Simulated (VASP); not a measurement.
Runs of VASP 6.6.1 on TaN. The structure is that of space group P-6m2 (No. 187), or close to it. The cells are those of the table. 

| task | potentials or basis | cell | gap on the mesh (eV) | pressure (GPa) | largest force (eV/Å) |
| --- | --- | --- | --- | --- | --- |
| electric field gradients | VASP PAW PBE potentials, release 64 (Ta_sv_GW, N) | a = 2.938, b = 2.938, c = 2.941 Å, angles 90.0, 90.0, 120.0°, 2 atoms | none | (b) | - |
| single point | VASP PAW PBE potentials, release 64 (Ta_pv, N) | a = 2.938, b = 2.951, c = 2.883 Å, angles 90.2, 90.6, 120.4°, 2 atoms | none | -4.0 | 0.02 |
| electric field gradients | VASP PAW PBE potentials, release 64 (Ta_sv_GW, N) | a = 2.928, b = 2.928, c = 2.873 Å, angles 90.0, 90.0, 120.0°, 2 atoms | none | (a) | - |
| single point | VASP PAW PBE potentials, release 64 (Ta_pv, N) | a = 2.939, b = 2.976, c = 2.884 Å, angles 90.6, 91.7, 121.3°, 2 atoms | none | -3.1 | 0.11 |
| single point | VASP PAW PBE potentials, release 64 (Ta_pv, N) | a = 2.938, b = 2.963, c = 2.883 Å, angles 90.4, 91.1, 120.9°, 2 atoms | none | -3.6 | 0.06 |

Alike in all rows: level PBEsol; no spin polarisation; k mesh 12 × 12 × 10; cutoff (eV) 520; smearing fermi-dirac 0.02 eV.

Question: Estimate the missing entries.

Answer: (a) -1.6; (b) -12.1.

Caveats: the PAW data sets were made with another functional, which shifts forces and pressure a little; spin-orbit coupling is left out, which moves the levels of the heavy elements; the cell stands under tension (at least some runs); the stress differs along the axes, from -21 to -8 GPa (at least some runs).

A k mesh can miss the band edges, and the runs leave out spin-orbit coupling on Ta.

A gap of «none» marks levels without a gap at the run's occupations.

The runs don't all hold the same shells in valence.
